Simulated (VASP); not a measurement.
Input of a VASP 6.6.1 run:

File INCAR:

```
SYSTEM = AlN
PREC = Accurate ; ENCUT = 600
EDIFF = 1E-6 ; ISMEAR = 0
SIGMA = 0.1 ; LREAL = .FALSE.
LASPH = .TRUE. ; NELM = 100
ALGO = Normal ; ISIF = 3
LWAVE = .FALSE. ; LCHARG = .FALSE.
GGA = PE ; IBRION = 2
NSW = 90 ; EDIFFG = -0.04
```

File KPOINTS:

```
regular mesh
0
G
  6 6 4
  0 0 0
```

The input POSCAR:

```
AlN
1.0
    2.9084441300      0.0000000000      0.0000000000
   -1.4542220700      2.5187865000      0.0000000000
    0.0000000000      0.0000000000      5.7251139300
Al N
2 2
Direct
    0.0000000000      0.0000000000      0.0000000000
    0.0000000000      0.0000000000      0.5000000000
    0.3333333300      0.6666666700      0.2500000000
    0.6666666700      0.3333333300      0.7500000000
```

Potentials or basis: VASP PAW PBE potentials, release 64 (Al, N).

Run with:

```sh
$ cat potpaw_PBE.64/Al/POTCAR potpaw_PBE.64/N/POTCAR > POTCAR
$ mpirun -np 1 vasp_std > vasp.out
```

Question: Estimate the band gap on the k mesh.

Answer: 4.83 eV, indirect (least direct gap 4.85 eV).

Question: What does it give for the space group after relaxing (to 0.05 Å)?

Answer: P6_3/mmc (No. 194).

Final structure:
```cif
data_structure
_symmetry_space_group_name_H-M 'P 1'
_symmetry_Int_Tables_number 1
_cell_length_a 2.8542
_cell_length_b 2.8542
_cell_length_c 4.8797
_cell_angle_alpha 90.000
_cell_angle_beta 90.000
_cell_angle_gamma 120.000
_cell_volume 34.43
loop_
_atom_site_label
_atom_site_type_symbol
_atom_site_fract_x
_atom_site_fract_y
_atom_site_fract_z
_atom_site_occupancy
Al1 Al 0.00000 0.00000 0.00000 1
Al2 Al 0.00000 0.00000 0.50000 1
N1 N 0.33333 0.66667 0.25000 1
N2 N 0.66667 0.33333 0.75000 1
```

 A k mesh can miss the band edges.
